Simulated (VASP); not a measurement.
# Ge8Mo3W (Cmmm) in VASP: relaxation of cell and atoms with PBE

Aim: the relaxation of cell and atoms of Ge8Mo3W with PBE.

Everything below comes from runs of VASP 6.6.1. Logs are shortened: lines on timing, memory, paths and dates and some standing lists are left out, and cuts for length are marked.

**1. The cell of the first run**

The structure is orthorhombic, space group Cmmm (No. 65). The conventional cell has a = 5.057 Å, b = 8.822 Å, c = 10.113 Å, α = 90.00°, β = 90.00°, γ = 90.00°. Ge (site symmetry m) has 9 Ge at 2.92 to 3.58 Å and 4 Mo at 2.92 to 2.94 Å and 1 W at 2.92 Å within 3.9 Å. Within 3.9 Å of Ge (site symmetry m2m) lie 9 Ge at 2.92 to 3.58 Å and 3 W at 2.92 to 2.94 Å and 2 Mo at 2.92 Å. Ge (site symmetry m2m) has 9 Ge at 2.92 to 3.58 Å and 5 Mo at 2.92 to 2.94 Å within 3.9 Å. Mo (site symmetry mm2) has 10 Ge at 2.92 to 2.94 Å and 2 W at 3.58 Å and 2 Mo at 3.58 Å within 3.9 Å. Mo (site symmetry mmm) has 10 Ge at 2.92 to 2.94 Å and 4 Mo at 3.58 Å within 3.9 Å. W (site symmetry mmm) has 10 Ge at 2.92 to 2.94 Å and 4 Mo at 3.58 Å within 3.9 Å.

**2. Relaxation of cell and atoms, PBE**

INCAR

```
PREC = Accurate
ENCUT = 600
EDIFF = 1E-6
ISMEAR = 0
SIGMA = 0.1
LREAL = F
LASPH = T
NELM = 80
ALGO = Fast
ISIF = 3
LWAVE = F
LCHARG = F
GGA = PE
IBRION = 2
NSW = 90
EDIFFG = -0.04
```

KPOINTS

```
Automatic mesh
0
Gamma
  4 4 2
```

POSCAR

```
Ge8Mo3W
1.0
    2.5282531600     -4.4112071300      0.0000000000
    2.5282531600      4.4112071300      0.0000000000
    0.0000000000      0.0000000000     10.1130126500
Ge Mo W
8 3 1
Direct
    0.6667000100      0.3332999900      0.7500000000
    0.1667000100      0.8332999900      0.5000000000
    0.6667000100      0.3332999900      0.2500000000
    0.1667000100      0.8332999900      0.0000000000
    0.3332999900      0.6667000100      0.7500000000
    0.8332999900      0.1667000100      0.5000000000
    0.3332999900      0.6667000100      0.2500000000
    0.8332999900      0.1667000100      0.0000000000
    0.0000000000      0.0000000000      0.7500000000
    0.0000000000      0.0000000000      0.2500000000
    0.5000000000      0.5000000000      0.0000000000
    0.5000000000      0.5000000000      0.5000000000
```

Potentials or basis: VASP PAW PBE potentials, release 64 (Ge_d, Mo_sv, W_sv).

Run with:

```bash
$ cat potpaw_PBE.64/Ge_d/POTCAR potpaw_PBE.64/Mo_sv/POTCAR potpaw_PBE.64/W_sv/POTCAR > POTCAR
$ mpirun -np 1 vasp_std > vasp.out
```

OUTCAR:

```text
PREC = Accurate
   ENCUT = 600
   EDIFF = 1E-6
   ISMEAR = 0
   LREAL = F
   LASPH = T
   NELM = 80
   ISIF = 3
   GGA = PE
   IBRION = 2
   NSW = 90
   EDIFFG = -0.04

 ion  position               nearest neighbor table
   1  0.667  0.333  0.750-   9 2.92   9 2.92  12 2.92  11 2.92   9 2.94
   2  0.167  0.833  0.500-  12 2.92  12 2.92  10 2.92   9 2.92  12 2.94
   3  0.667  0.333  0.250-  10 2.92  10 2.92  12 2.92  11 2.92  10 2.94
   4  0.167  0.833  0.000-  11 2.92  11 2.92  10 2.92   9 2.92  11 2.94
   5  0.333  0.667  0.750-   9 2.92   9 2.92  12 2.92  11 2.92   9 2.94
   6  0.833  0.167  0.500-  12 2.92  12 2.92  10 2.92   9 2.92  12 2.94
   7  0.333  0.667  0.250-  10 2.92  10 2.92  12 2.92  11 2.92  10 2.94
   8  0.833  0.167  0.000-  11 2.92  11 2.92  10 2.92   9 2.92  11 2.94
   9  0.000  0.000  0.750-   1 2.92   5 2.92   1 2.92   5 2.92   6 2.92   8 2.92   2 2.92   4 2.92
                             1 2.94   5 2.94
  10  0.000  0.000  0.250-   3 2.92   7 2.92   3 2.92   7 2.92   6 2.92   8 2.92   2 2.92   4 2.92
                             7 2.94   3 2.94
  11  0.500  0.500  0.000-   4 2.92   8 2.92   4 2.92   8 2.92   5 2.92   7 2.92   1 2.92   3 2.92
                             4 2.94   8 2.94
  12  0.500  0.500  0.500-   2 2.92   6 2.92   2 2.92   6 2.92   5 2.92   7 2.92   1 2.92   3 2.92
                             6 2.94   2 2.94

  LATTYP: Found a base centered orthorhombic cell.
 ALAT       =     5.0565063200
 B/A-ratio  =     1.7447648043
 C/A-ratio  =     2.0000000020

  Lattice vectors:

 A1 = (   2.5282531600,  -4.4112071300,   0.0000000000)
 A2 = (   2.5282531600,   4.4112071300,   0.0000000000)
 A3 = (   0.0000000000,   0.0000000000,  10.1130126500)

Analysis of symmetry for initial positions (statically):
=====================================================================
 Subroutine PRICEL returns:
 Original cell was already a primitive cell.

 Routine SETGRP: Setting up the symmetry group for a
 base centered orthorhombic supercell.

 Subroutine GETGRP returns: Found  8 space group operations
 (whereof  8 operations were pure point group operations)
 out of a pool of  8 trial point group operations.

The static configuration has the point symmetry D_2h.

Analysis of symmetry for dynamics (positions and initial velocities):
=====================================================================
 Subroutine PRICEL returns:
 Original cell was already a primitive cell.

 Routine SETGRP: Setting up the symmetry group for a
 base centered orthorhombic supercell.

 Subroutine GETGRP returns: Found  8 space group operations
 (whereof  8 operations were pure point group operations)
 out of a pool of  8 trial point group operations.

The dynamic configuration has the point symmetry D_2h.

 Subroutine INISYM returns: Found  8 space group operations
 (whereof  8 operations are pure point group operations),
 and found     1 'primitive' translations

----------------------------------------------------------------------------------------

                                     Primitive cell

  volume of cell :     225.5737

  direct lattice vectors                    reciprocal lattice vectors
     2.528253160 -4.411207130  0.000000000     0.197765005 -0.113347659  0.000000000
     2.528253160  4.411207130  0.000000000     0.197765005  0.113347659  0.000000000
     0.000000000  0.000000000 10.113012650     0.000000000  0.000000000  0.098882503

  length of vectors
     5.084369419  5.084369419 10.113012650     0.227944487  0.227944487  0.098882503

  position of ions in fractional coordinates (direct lattice)
     0.666700010  0.333299990  0.750000000
     0.166700010  0.833299990  0.500000000
     0.666700010  0.333299990  0.250000000
     0.166700010  0.833299990  0.000000000
     0.333299990  0.666700010  0.750000000
     0.833299990  0.166700010  0.500000000
     0.333299990  0.666700010  0.250000000
     0.833299990  0.166700010  0.000000000
     0.000000000  0.000000000  0.750000000
     0.000000000  0.000000000  0.250000000
[... 71 lines left out ...]
   ICHARG =      2    charge: 1-file 2-atom 10-const
   ISPIN  =      1    spin polarized calculation?
   LNONCOLLINEAR =      F non collinear calculations
   LSORBIT =      F    spin-orbit coupling
   LASPH  =      T    aspherical Exc in radial PAW
   ENCUT  =  600.0 eV  44.10 Ry    6.64 a.u.  10.15 10.15 20.20*2*pi/ulx,y,z
   NELM   =     80;   NELMIN=  2; NELMDL= -5     # of ELM steps
   EDIFF  = 0.1E-05   stopping-criterion for ELM
   LREAL  =      F    real-space projection
   EDIFFG = -.4E-01   stopping-criterion for IOM
   NSW    =     90    number of steps for IOM
   IBRION =      2    ionic relax: 0-MD 1-quasi-New 2-CG
   NFREE  =      1    steps in history (QN), initial steepest desc. (CG)
   ISIF   =      3    stress and relaxation
   ISYM   =      2    0-nonsym 1-usesym 2-fastsym
   POTIM  = 0.5000    time-step for ionic-motion
   TEBEG  =    0.0;   TEEND  =   0.0 temperature during run
   PSTRESS=    0.0 pullay stress
   NELECT =     168.0000    total number of electrons
   NUPDOWN=      -1.0000    fix difference up-down
   EMIN   =  10.00;   EMAX   =-10.00  energy-range for DOS
   EFERMI =   0.00;   METHOD = LEGACY
   ISMEAR =     0;   SIGMA  =   0.10  broadening in eV -4-tet -1-fermi 0-gaus
   EFERMI_NEDOS =   21; number of points for ismear=-14 and -15
   IALGO  =     68    algorithm
   IMIX   =      4    mixing-type and parameters
     AMIX     =   0.40;   BMIX     =  1.00
     AMIX_MAG =   1.60;   BMIX_MAG =  1.00
  volume/ion in A,a.u.               =      18.80       126.85
  Fermi-wavevector in a.u.,A,eV,Ry     =   1.483936  2.804232 29.960914  2.202065
  Thomas-Fermi vector in A             =   2.597535
   LORBIT       =      0    0 simple, 1 ext, 2 COOP (PROOUT), +10 PAW based schemes
   GGA     = PE    functional components
   LHFCALC =     F    Hartree Fock is set to
   AEXX    =    0.0000 exact exchange contribution
   IVDW    =     0    specifies the selected vdW correction
   LEPSILON=     F    determine dielectric tensor
   LRPA    =     F    only Hartree local field effects (RPA)
 conjugate gradient relaxation of ions
 non-spin polarized calculation
 RMM-DIIS sequential band-by-band and
 Gauss-broadening in eV      SIGMA  =   0.10
  energy-cutoff  :      600.00
  volume of cell :      225.57
 maximum number of plane-waves:      7559
 NGX is ok and might be reduce to    42
   NGX = 21   NGY = 21   NGZ = 41

--------------------------------------- Ionic step        1  -------------------------------------------

 number of electron     167.9999998 magnetization

 Free energy of the ion-electron system (eV)
  ---------------------------------------------------
  ext. energy  EPLUGINS =         0.00000000
  ---------------------------------------------------
  free energy    TOTEN  =       -79.62046180 eV

  energy without entropy =      -79.59245340  energy(sigma->0) =      -79.60645760

------------------------ aborting loop because EDIFF is reached ----------------------------------------

  FORCE on cell =-STRESS in cart. coord.  units (eV):
  Direction    XX          YY          ZZ          XY          YZ          ZX
  --------------------------------------------------------------------------------------
  -------------------------------------------------------------------------------------
  Total      -28.4766221    -31.2296652    -27.9531072      0.0000000      0.0000000      0.0000000
  in kB     -202.2602310   -221.8142053   -198.5418737      0.0000000      0.0000000      0.0000000
  external PRESSURE =    -207.5387700 kB  Pullay stress =       0.0000000 kB
[... 119 lines left out ...]
  FREE ENERGIE OF THE ION-ELECTRON SYSTEM (eV)
  ---------------------------------------------------
  free  energy   TOTEN  =       -82.9509512909 eV

  energy  without entropy=      -82.9415596203  energy(sigma->0) =      -82.94625546

[... ionic steps 4 to 7 ...]

--------------------------------------- Ionic step        8  -------------------------------------------

 number of electron     167.9999981 magnetization

 E-fermi :   9.9535     XC(G=0): -12.7273

 val. band max:        9.9358413414   @ k =   0.5000   0.5000   0.5000
 cond. band min:      10.0939068509   @ k =  -0.2500   0.2500   0.5000
 fundamental gap:      0.1580655095
 Fermi energy:         9.9535167352

 k-point     1 :       0.0000    0.0000    0.0000
  band No.  band energies     occupation
      1     -64.0055      2.00000
      2     -50.8769      2.00000
      3     -50.8731      2.00000
      4     -50.8604      2.00000
      5     -28.2616      2.00000
      6     -28.2557      2.00000
[... 1375 lines left out ...]
     95      14.6194      0.00000
     96      14.6551      0.00000
 [bands above 96 left out]

------------------------ aborting loop because EDIFF is reached ----------------------------------------

  FORCE on cell =-STRESS in cart. coord.  units (eV):
  Direction    XX          YY          ZZ          XY          YZ          ZX
  --------------------------------------------------------------------------------------
  -------------------------------------------------------------------------------------
  Total       -1.1295921     -1.1616480     -1.0261267      0.0000000      0.0000000      0.0000000
  in kB       -9.7318167    -10.0079889     -8.8404273      0.0000000      0.0000000      0.0000000
  external PRESSURE =      -9.5267443 kB  Pullay stress =       0.0000000 kB
[... 79 lines left out ...]
--------------------------------------- Ionic step       10  -------------------------------------------

 number of electron     167.9999979 magnetization

 Free energy of the ion-electron system (eV)
  ---------------------------------------------------
  ext. energy  EPLUGINS =         0.00000000
  ---------------------------------------------------
  free energy    TOTEN  =       -83.00023538 eV

  energy without entropy =      -82.99025310  energy(sigma->0) =      -82.99524424

 E-fermi :  10.0288     XC(G=0): -12.7587

 val. band max:       10.0093358834   @ k =   0.5000   0.5000   0.5000
 cond. band min:      10.1816230014   @ k =  -0.2500   0.2500   0.5000
 fundamental gap:      0.1722871180
 Fermi energy:        10.0288020164

 k-point     1 :       0.0000    0.0000    0.0000
  band No.  band energies     occupation
      1     -63.9167      2.00000
      2     -50.7928      2.00000
      3     -50.7889      2.00000
      4     -50.7760      2.00000
      5     -28.1777      2.00000
      6     -28.1715      2.00000
[... 1375 lines left out ...]
     95      14.7308      0.00000
     96      14.7622      0.00000
 [bands above 96 left out]

------------------------ aborting loop because EDIFF is reached ----------------------------------------

  FORCE on cell =-STRESS in cart. coord.  units (eV):
  Direction    XX          YY          ZZ          XY          YZ          ZX
  --------------------------------------------------------------------------------------
  -------------------------------------------------------------------------------------
  Total       -0.1453016      0.0871195     -0.0917963     -0.0000000      0.0000000      0.0000000
  in kB       -1.2590127      0.7548745     -0.7953985     -0.0000000      0.0000000      0.0000000
  external PRESSURE =      -0.4331789 kB  Pullay stress =       0.0000000 kB
[... 27 lines left out ...]
  FREE ENERGIE OF THE ION-ELECTRON SYSTEM (eV)
  ---------------------------------------------------
  free  energy   TOTEN  =       -83.0002353804 eV

  energy  without entropy=      -82.9902531024  energy(sigma->0) =      -82.99524424

 reached required accuracy - stopping structural energy minimisation
```

It took 2 h on 1 thread of Oxide Virtual Turin-like, shared host; peak memory 0.57 GiB.

What came out:

- Free energy: -83.0002 eV
- Relaxed volume: 15.41 Å³/atom
- Relaxed cell: a = 4.769 Å, b = 4.769 Å, c = 9.453 Å, α = 90.00°, β = 90.00°, γ = 120.68°
- Space group after relaxing (to 0.1 Å): Cmmm (No. 65)
- Energy gained by relaxing: 281.6 meV/atom
- Ionic steps: 10
- Pressure after relaxing: 0.0 GPa
- Largest force after relaxing: 0.011 eV/Å
- Band gap on the k mesh: zero (bands 84 and 85 overlap by 0.83 eV)

Forces in eV/Å, atoms in the order of the input:
```
Ge   0.000 -0.007  0.009
Ge   0.000 -0.010  0.000
Ge   0.000 -0.007 -0.009
Ge   0.000 -0.004  0.000
Ge   0.000  0.007  0.009
Ge   0.000  0.010  0.000
Ge   0.000  0.007 -0.009
Ge   0.000  0.004  0.000
Mo   0.000  0.000  0.009
Mo   0.000  0.000 -0.009
Mo   0.000  0.000  0.000
W    0.000  0.000  0.000
```

Step by step:
```
step  energy change (eV)  largest force (eV/Å)  pressure (GPa)  volume (Å³)
   1              0.0000                0.7866          -20.75       225.57
   2              0.2280                0.6454           44.95       155.04
   3             -3.3305                0.3746           -0.95       185.69
   4             -3.3345                0.3551           -0.08       184.75
   5             -3.3340                0.3389            0.65       183.98
   6             -3.3749                0.1062            0.82       183.90
   7             -3.3756                0.0727            0.87       183.89
   8             -3.3768                0.0256           -0.95       185.97
   9             -3.3795                0.0483           -0.15       185.02
  10             -3.3798                0.0109           -0.04       184.91
```

Final structure:
```yaml
crystal:
  lattice:
    - [2.36002, -4.14414, 0.00000]
    - [2.36002, 4.14414, 0.00000]
    - [0.00000, 0.00000, 9.45302]
  atoms:
    - { symbol: Ge, position: [0.66215, 0.33785, 0.75033] }
    - { symbol: Ge, position: [0.16202, 0.83798, 0.50000] }
    - { symbol: Ge, position: [0.66215, 0.33785, 0.24967] }
    - { symbol: Ge, position: [0.16184, 0.83816, 0.00000] }
    - { symbol: Ge, position: [0.33785, 0.66215, 0.75033] }
    - { symbol: Ge, position: [0.83798, 0.16202, 0.50000] }
    - { symbol: Ge, position: [0.33785, 0.66215, 0.24967] }
    - { symbol: Ge, position: [0.83816, 0.16184, 0.00000] }
    - { symbol: Mo, position: [0.00000, 0.00000, 0.75041] }
    - { symbol: Mo, position: [0.00000, 0.00000, 0.24959] }
    - { symbol: Mo, position: [0.50000, 0.50000, 0.00000] }
    - { symbol: W, position: [0.50000, 0.50000, 0.50000] }
```

Levels at points of the mesh, in eV from the Fermi level:
| k point | band 81 | band 82 | band 83 | band 84 | band 85 | band 86 | band 87 | band 88 |
| --- | --- | --- | --- | --- | --- | --- | --- | --- |
| (0.00, 0.00, 0.00) | -1.44 | -1.35 | -1.05 | 0.52 | 1.87 | 2.02 | 2.11 | 2.11 |
| (0.50, 0.00, 0.00) | -1.68 | -1.67 | -0.02 | -0.02 | 1.37 | 1.46 | 1.54 | 1.61 |
| (0.50, 0.50, 0.00) | -0.48 | -0.41 | -0.37 | -0.32 | -0.31 | 0.45 | 0.56 | 0.58 |
| (0.00, 0.00, 0.50) | -1.34 | -1.26 | -0.85 | -0.85 | 1.42 | 1.61 | 2.38 | 2.43 |
| (0.50, 0.00, 0.50) | -0.95 | -0.94 | -0.92 | -0.90 | 1.53 | 1.55 | 1.56 | 1.58 |
| (0.50, 0.50, 0.50) | -0.79 | -0.78 | -0.52 | -0.45 | -0.12 | -0.02 | 0.98 | 1.12 |

Caveat: the volume moved by over 15 % at a fixed basis, so the end points are rough; spin-orbit coupling is left out, which moves the levels of the heavy elements.

The gap in the log of VASP goes by the Fermi energy; the results here count the filled bands.